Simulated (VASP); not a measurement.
Ge: relaxation of cell and atoms with LDA

Crystal: Ge.

```
Ge
1.0
     0.00000    2.12674    2.12674
     2.12674    0.00000    2.12674
     2.12674    2.12674    0.00000
Ge
1
Cartesian
  0.0000 0.0000 0.0000
```

```json
{"Program": "VASP 6.6.1", "Task": "relaxation of cell and atoms", "Functional": "LDA", "Potentials or basis": "VASP PAW LDA potentials, release 64 (Ge_d)", "Cutoff": "600 eV", "k mesh": "13 × 13 × 13", "Occupations": "fermi-dirac, width 0.1 eV", "Spin": "no spin polarisation", "Dipole correction": "no", "Further INCAR settings": "ALGO = Normal; EDIFF = 1e-06; IBRION = 2; EDIFFG = -0.01; NSW = 80; ISIF = 3"}
```

```
Relaxed volume                         : 18.15 Å³/atom
Relaxed cell                           : a = 2.950 Å, b = 2.950 Å, c = 2.950 Å, α = 60.00°, β = 60.00°, γ = 60.00°
Space group after relaxing (to 0.05 Å) : Fm-3m (No. 225)
Energy gained by relaxing              : 13.7 meV/atom
Ionic steps                            : 4
Pressure after relaxing                : 0.0 GPa
Band gap on the k mesh                 : zero (band 7 reaches 16.19 eV, above the bottom of band 8 at 4.53 eV)
```

The path:
```csv
step,energy change (eV),largest force (eV/Å),pressure (GPa),volume (Å³)
1,0.0000,0.0000,-3.70,19.24
2,-0.0136,0.0000,0.30,18.03
3,-0.0137,0.0000,0.15,18.11
4,-0.0137,0.0000,-0.01,18.15
```

Final structure:
```
Ge
1.0
     0.00000    2.08571    2.08571
     2.08571    0.00000    2.08571
     2.08571    2.08571    0.00000
Ge
1
Direct
  0.00000 0.00000 0.00000
```

Levels at points of the mesh, in eV from the Fermi level:
| k point | band 4 | band 5 | band 6 | band 7 | band 8 | band 9 | band 10 | band 11 |
| --- | --- | --- | --- | --- | --- | --- | --- | --- |
| (0.00, 0.00, 0.00) | -24.85 | -24.85 | -13.59 | 9.15 | 9.15 | 9.15 | 14.32 | 14.32 |

Wall time 17 s on 1 thread of Intel Xeon 6975P-C, with other jobs on the host, peak memory 0.14 GiB.
